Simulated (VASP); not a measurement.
Here is a VASP 6.6.1 calculation.

Contents of INCAR:

```
SYSTEM = AlFe3B
ALGO     = Normal         ! electronic algorithm
EDIFF    = 1E-6           ! SCF threshold, eV
ENCUT    = 690            ! plane-wave cutoff, eV
GGA      = PS             ! functional
GGA_COMPAT= .False.      
ISIF     = 2              ! what is computed and relaxed
ISMEAR   = -1             ! smearing method
ISPIN    = 2              ! spin polarisation
LASPH    = .True.         ! aspherical terms in the spheres
LCHARG   = .False.        ! write CHGCAR
LMAXMIX  = 4              ! l up to which the mixer works
LORBIT   = 11             ! projections on sites
LREAL    = .False.        ! projectors in reciprocal space
LWAVE    = .False.        ! write WAVECAR
MAGMOM   = 3 3 3 0 0      ! initial moments
NBANDS   = 39             ! bands
NELM     = 200            ! most SCF steps
PREC     = Accurate       ! precision mode
SIGMA    = 0.05           ! smearing width, eV
```

Contents of KPOINTS:

```
k-points
0
Gamma
  6 6 6
  0 0 0
```

POSCAR

```
AlFe3B
1.0
    3.6694291200      0.0000000000      0.0000000000
    0.0000000000      3.6694291200      0.0000000000
    0.0000000000      0.0000000000      3.8223220000
Fe Al B
3 1 1
Direct
    0.0000000000      0.0000000000      0.5000000000
    0.0000000000      0.5000000000      0.0000000000
    0.5000000000      0.0000000000      0.0000000000
    0.5000000000      0.5000000000      0.5000000000
    0.0000000000      0.0000000000      0.0000000000
```

Potentials or basis: VASP PAW PBE potentials, release 64 (Fe_sv, Al, B).

The run is started by

```console
$ cat potpaw_PBE.64/Fe_sv/POTCAR potpaw_PBE.64/Al/POTCAR potpaw_PBE.64/B/POTCAR > POTCAR
$ mpirun -np 1 vasp_std > vasp.out
```

Q: Predict the net moment.

A: 3.87 μB per cell.

Q: What does it give for the pressure?

A: 8.8 GPa.

Stress tensor (GPa, compression positive):
```
14.30  0.00  0.00
 0.00 14.30  0.00
 0.00  0.00 -2.15
```

Caveat: the stress differs along the axes, from -2 to 14 GPa; the PAW data sets were made with another functional, which shifts forces and pressure a little.
